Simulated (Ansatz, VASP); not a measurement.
# BeS: VASP beside Ansatz

Contents of INCAR:

```
SYSTEM = BeS
ALGO = Normal
EDIFF = 1E-6
ENCUT = 520
GGA = PE
ISIF = 2
ISMEAR = -1
LASPH = .True.
LCHARG = .False.
LREAL = .False.
LWAVE = .False.
NBANDS = 11
NELM = 100
PREC = Accurate
SIGMA = 0.02
```

Contents of KPOINTS:

```
k-points
0
Gamma
  10 10 10
  0 0 0
```

File POSCAR:

```
BeS
1.0
    0.0000000000      2.4343066148      2.4343066148
    2.4343066148      0.0000000000      2.4343066148
    2.4343066148      2.4343066148      0.0000000000
Be S
1 1
Direct
    0.0000000000      0.0000000000      0.0000000000
    0.2500000000      0.2500000000      0.2500000000
```

Input for Ansatz:

```yaml
crystal:
  lattice:
    - [0.0, 2.4343066148, 2.4343066148]
    - [2.4343066148, 0.0, 2.4343066148]
    - [2.4343066148, 2.4343066148, 0.0]
  atoms:
    - { symbol: Be, position: [0.0, 0.0, 0.0] }
    - { symbol: S, position: [0.25, 0.25, 0.25] }
kpoints:
  mp_grid: { grid: [10, 10, 10] }
  band_path:
    path:
      - [[0.0, 0.0, 0.0], [-0.5, -0.5, -7.012056824148e-34], [-0.375, -0.375, 0.25]]
      - [[-0.375, 3.685728626454e-18, 0.375], [0.0, 0.0, 0.0], [2.457152417636e-18, 2.457152417636e-18, 0.5], [-0.5, -0.25, 0.25], [-0.5, -0.5, -7.012056824148e-34]]
    npoints: 10
hamiltonian:
  xc: pbe
scf:
  occupations: { method: fermi_dirac, width: 0.02 }
  n_extra_bands: 4
output:
  forces: true
  stress: true
  eigenvalues: true
  write_density: true
  write_potential: true
  elf: true
  volumetric_format: npy
```

Alike in both runs: task single point; functional PBE; k mesh 10 × 10 × 10; occupations fermi-dirac, width 0.02 eV; no spin polarisation.

|  | VASP | Ansatz |
| --- | --- | --- |
| version | VASP 6.6.1 | Ansatz 0.2.0 |
| potentials or method | VASP PAW PBE potentials, release 64 (Be, S) | plane waves, PAW |
| plane-wave cutoff (eV) | 520 | 420 |
| valence electrons in the cell | 8 | 8 |

```csv
,VASP,Ansatz,Ansatz less VASP
gap on the k mesh at the Fermi level (eV),3.14,3.14,-0.001
pressure (GPa),0.4,0.4,-0.01
```
